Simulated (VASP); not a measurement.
## TiO2: single point with PBE

Crystal: TiO2.

```xyz
6
Lattice="4.6002 0.0000 0.0000 0.0000 4.6002 0.0000 0.0000 0.0000 2.9511" Properties=species:S:1:pos:R:3 pbc="T T T"
Ti    0.0000    0.0000    0.0000
Ti    2.3001    2.3001    1.4755
O     1.4000    1.4000    0.0000
O     3.7001    0.9001    1.4755
O     0.9001    3.7001    1.4755
O     3.2002    3.2002    0.0000
```

| Quantity | Value |
| --- | --- |
| Program | VASP 6.6.1 |
| Task | single point |
| Functional | PBE |
| Potentials or basis | VASP PAW PBE potentials, release 64 (Ti_sv, O) |
| Cutoff | 520 eV |
| k mesh | 4 × 4 × 4 |
| Occupations | gaussian, width 0.05 eV |
| Spin | no spin polarisation |
| Dipole correction | no |
| Further INCAR settings | ALGO = Normal; EDIFF = 1e-07; NBANDS = 33 |

```json
{
 "Pressure": "5.8 GPa",
 "Largest force": "0.040 eV/Å",
 "Band gap on the k mesh": "1.84 eV, direct"
}
```

Forces on the atoms (eV/Å):
```
Ti   0.000  0.000  0.000
Ti   0.000  0.000  0.000
O   -0.028 -0.028  0.000
O   -0.028  0.028  0.000
O    0.028 -0.028  0.000
O    0.028  0.028  0.000
```

Stress tensor (GPa, compression positive):
```
5.47 0.00 0.00
0.00 5.47 0.00
0.00 0.00 6.33
```

Levels at points of the mesh, in eV from the valence-band top:
| k point | band 21 | band 22 | band 23 | band 24 | band 25 | band 26 | band 27 | band 28 |
| --- | --- | --- | --- | --- | --- | --- | --- | --- |
| (0.00, 0.00, 0.00) | -0.70 | -0.45 | -0.45 | 0.00 | 1.84 | 2.13 | 2.39 | 2.49 |
| (0.50, 0.00, 0.00) | -1.63 | -1.63 | -0.74 | -0.74 | 2.51 | 2.51 | 3.01 | 3.01 |
| (0.50, 0.50, 0.00) | -1.29 | -1.29 | -1.08 | -1.08 | 1.88 | 1.88 | 2.51 | 2.51 |
| (0.00, 0.00, 0.50) | -2.36 | -2.36 | -1.43 | -1.43 | 2.95 | 2.95 | 3.18 | 3.18 |
| (0.50, 0.00, 0.50) | -2.04 | -2.04 | -1.04 | -1.04 | 1.89 | 1.89 | 3.20 | 3.20 |
| (0.50, 0.50, 0.50) | -1.29 | -1.29 | -0.67 | -0.67 | 2.58 | 2.58 | 3.19 | 3.19 |

Run time: 30 s on 1 thread of Intel(R) Xeon(R) Platinum 8559C (Emerald Rapids) (shared host), peak memory 0.18 GiB.

Caveat: the k points lie up to 0.53 Å⁻¹ apart. A k mesh can miss the band edges.
